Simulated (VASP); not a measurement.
Write the native input for VASP 6.6.1 that does the following.

* Task: single point
* Functional: PBE
* Potentials or basis: VASP PAW PBE potentials, release 64 (Sn_d, Se)
* Cutoff: 520 eV
* k mesh: 12 × 12 × 6
* Occupations: gaussian, width 0.05 eV
* Spin: no spin polarisation
* Dipole correction: no
* Further INCAR settings: ALGO = Normal; EDIFF = 1e-06; NBANDS = 20

The structure of SnSe2 lies in POSCAR:

```
SnSe2
1.0
    3.8109987816      0.0000000000      0.0000000000
   -1.9054993908      3.3004217586      0.0000000000
    0.0000000000      0.0000000000      5.9528900000
Sn Se
1 2
Direct
    0.0000000000      0.0000000000      0.0000000000
    0.3333333333      0.6666666667      0.2500000000
    0.6666666667      0.3333333333      0.7500000000
```

This cell differs from its parent crystal: strain -0.0300 x Voigt [0, 0, 1, 0, 0, 0].

The input as run:

INCAR

```
SYSTEM = SnSe2
  ALGO = Normal
  EDIFF = 1E-6
  ENCUT = 520
  GGA = PE
  ISIF = 2
  ISMEAR = 0
  LASPH = .True.
  LCHARG = .False.
  LREAL = .False.
  LWAVE = .False.
  NBANDS = 20
  NELM = 60
  PREC = Accurate
  SIGMA = 0.05
```

KPOINTS

```
k-points
0
Gamma
  12 12 6
  0 0 0
```

Potentials or basis: VASP PAW PBE potentials, release 64 (Sn_d, Se).

Run with:

```sh
$ cat potpaw_PBE.64/Sn_d/POTCAR potpaw_PBE.64/Se/POTCAR > POTCAR
$ mpirun -np 1 vasp_std > vasp.out
```

Results of the run:

```yaml
Pressure: 7.9 GPa
Largest_force: 1.198 eV/Å
Band_gap_on_the_k_mesh: 0.59 eV, indirect (least direct gap 0.87 eV)
```

Caveat: the cell differs from its parent crystal (strain -0.0300 x Voigt [0, 0, 1, 0, 0, 0]); spin-orbit coupling is left out, which moves the levels of the heavy elements; this functional lacks dispersion, which binds the layers, so the pressure and a relaxed spacing across them are unreliable; forces of over 1 eV/Å act on the atoms, so gaps and moduli don't describe the material at rest.

Run time: 83 s on 1 thread of AMD EPYC 7R13 Processor (Zen 3), on a shared host, peak memory 0.26 GiB.
